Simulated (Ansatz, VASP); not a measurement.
# Two plane-wave programs on Sn3Ge2

The input INCAR:

```
PREC     = Accurate       # precision mode
ENCUT    = 520            # plane-wave cutoff, eV
EDIFF    = 1E-7           # SCF threshold, eV
ISMEAR   = 0              # smearing method
SIGMA    = 0.1            # smearing width, eV
LREAL    = False          # projectors in reciprocal space
LASPH    = True           # aspherical terms in the spheres
NELM     = 60             # most SCF steps
ALGO     = Fast           # electronic algorithm
ISIF     = 2              # what is computed and relaxed
LWAVE    = False          # write WAVECAR
LCHARG   = True           # write CHGCAR
GGA      = PE             # functional
LELF     = True           # ELF
LVHAR    = True         
NBANDS   = 43             # bands
```

KPOINTS

```
Automatic mesh
0
Gamma
  6 6 6
```

The input POSCAR:

```
Sn3Ge2
1.0
    0.0000000000      2.3397672100     11.6988360400
    2.2428196200      0.0000000000     11.6988360400
    2.2428196200      2.3397672100      0.0000000000
Sn Ge
3 2
Direct
    0.2000000000      0.2000000000      0.8000000000
    0.8000000000      0.8000000000      0.2000000000
    0.0000000000      0.0000000000      0.0000000000
    0.6000000000      0.6000000000      0.4000000000
    0.4000000000      0.4000000000      0.6000000000
```

Input for Ansatz:

```yaml
crystal:
  lattice:
    - [0.0, 2.33976721, 11.69883604]
    - [2.24281962, 0.0, 11.69883604]
    - [2.24281962, 2.33976721, 0.0]
  atoms:
    - { symbol: Sn, position: [0.2, 0.2, 0.8] }
    - { symbol: Sn, position: [0.8, 0.8, 0.2] }
    - { symbol: Sn, position: [0.0, 0.0, 0.0] }
    - { symbol: Ge, position: [0.6, 0.6, 0.4] }
    - { symbol: Ge, position: [0.4, 0.4, 0.6] }
basis:
  ecutwfc: 420
kpoints:
  mp_grid: { grid: [6, 6, 6] }
hamiltonian:
  xc: pbe
scf:
  occupations: { method: gaussian, width: 0.1 }
  lower_state_search: "off"
output:
  forces: true
  stress: true
  eigenvalues: true
```

Alike in both runs: task single point; functional PBE; k mesh 6 × 6 × 6; occupations gaussian, width 0.1 eV; no spin polarisation.

|  | VASP | Ansatz |
| --- | --- | --- |
| version | VASP 6.6.1 | Ansatz 0.2.0 |
| potentials or method | VASP PAW PBE potentials, release 64 (Sn_d, Ge_d), cutoff 520 eV | scalar-relativistic, plane waves, PAW |
| valence electrons in the cell | 70 | 70 |

```csv
,VASP,Ansatz,Ansatz less VASP
gap on the k mesh at the Fermi level (eV),none,none,-
pressure (GPa),0.6,0.6,+0.04
"traceless stress, the component that is largest in VASP (GPa)",-1.18,-1.18,-0.002
rms of the force components (eV/Å),0.280,0.281,+0.0003
```

Atom by atom the forces differ by 0.000 eV/Å (rms over components). A gap of «none» marks a metal or a gap that the smearing closes.
